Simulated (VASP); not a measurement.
BN:

```xyz
4
Lattice="2.5288 0.0000 0.0000 -1.2644 2.1900 0.0000 0.0000 0.0000 8.4425" Properties=species:S:1:pos:R:3 pbc="T T T"
B     0.0000    1.4600    2.1106
B     1.2644    0.7300    6.3319
N     0.0000    1.4600    6.3319
N     1.2644    0.7300    2.1106
```

This cell differs from its parent crystal: volume scaled by 1.020.

```yaml
Program: VASP 6.6.1
Task: relaxation of shape and atoms at fixed volume
Functional: PBE
Potentials_or_basis: VASP PAW PBE potentials, release 64 (B, N)
Cutoff: 600 eV
k_mesh: 16 × 16 × 4
Occupations: gaussian, width 0.05 eV
Spin: no spin polarisation
```

At the start: pressure -3.7 GPa; volume 11.69 Å³/atom.

Question: How do energy, volume and symmetry change on relaxing?

Answer: Over 3 steps the energy falls by 2.5 meV/atom; space group P6_3/mmc (No. 194, to 0.05 Å).

Step by step:
```
step  energy change (eV)  largest force (eV/Å)  pressure (GPa)  volume (Å³)
   1              0.0000                0.0000           -3.68        46.76
   2             -0.0098                0.0000           -0.33        46.76
   3             -0.0098                0.0000           -0.17        46.76
```

Final structure:
```cif
data_structure
_symmetry_space_group_name_H-M 'P 1'
_symmetry_Int_Tables_number 1
_cell_length_a 2.5126
_cell_length_b 2.5126
_cell_length_c 8.5520
_cell_angle_alpha 90.000
_cell_angle_beta 90.000
_cell_angle_gamma 120.000
_cell_volume 46.76
loop_
_atom_site_label
_atom_site_type_symbol
_atom_site_fract_x
_atom_site_fract_y
_atom_site_fract_z
_atom_site_occupancy
B1 B 0.33333 0.66667 0.25000 1
B2 B 0.66667 0.33333 0.75000 1
N1 N 0.33333 0.66667 0.75000 1
N2 N 0.66667 0.33333 0.25000 1
```

Caveat: the cell differs from its parent crystal (volume scaled by 1.020); this functional lacks dispersion, which binds the layers, so the pressure and a relaxed spacing across them are unreliable.
